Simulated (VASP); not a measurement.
BaZrO3, 5 atoms in the cell. It takes space group Pm-3m (No. 221, cubic). The conventional cell has a = 4.181 Å, b = 4.181 Å, c = 4.181 Å, α = 90.00°, β = 90.00°, γ = 90.00°. Within 3.9 Å of Ba (site symmetry m-3m) lie 12 O at 2.96 Å and 8 Zr at 3.62 Å. Within 2.8 Å of Zr (site symmetry m-3m) lie 6 O at 2.09 Å. O (site symmetry 4/mmm) has 2 Zr at 2.09 Å within 2.8 Å. 

```yaml
Program: VASP 6.6.1
Task: single point
Functional: PBEsol
Potentials_or_basis: VASP PAW PBE potentials, release 64 (Ba_sv, Zr_sv, O)
Cutoff: 520 eV
k_mesh: 6 × 6 × 6
Occupations: gaussian, width 0.02 eV
Spin: no spin polarisation
Dipole_correction: no
Further_INCAR_settings: ALGO = Normal; EDIFF = 1e-07; NBANDS = 28
```

Potentials or basis: VASP PAW PBE potentials, release 64 (Ba_sv, Zr_sv, O).

Launch:

```console
$ cat potpaw_PBE.64/Ba_sv/POTCAR potpaw_PBE.64/Zr_sv/POTCAR potpaw_PBE.64/O/POTCAR > POTCAR
$ mpirun -np 1 vasp_std > vasp.out
```

Hardware: 1 thread of Intel(R) Xeon(R) Platinum 8559C (Emerald Rapids), with other jobs on the host.

Task: Estimate the wall time of this run.

Result: It took 21 s on 1 thread of Intel(R) Xeon(R) Platinum 8559C (Emerald Rapids) (shared host), peak memory 0.2 GiB. Counts: scf iterations 15, k points 20.
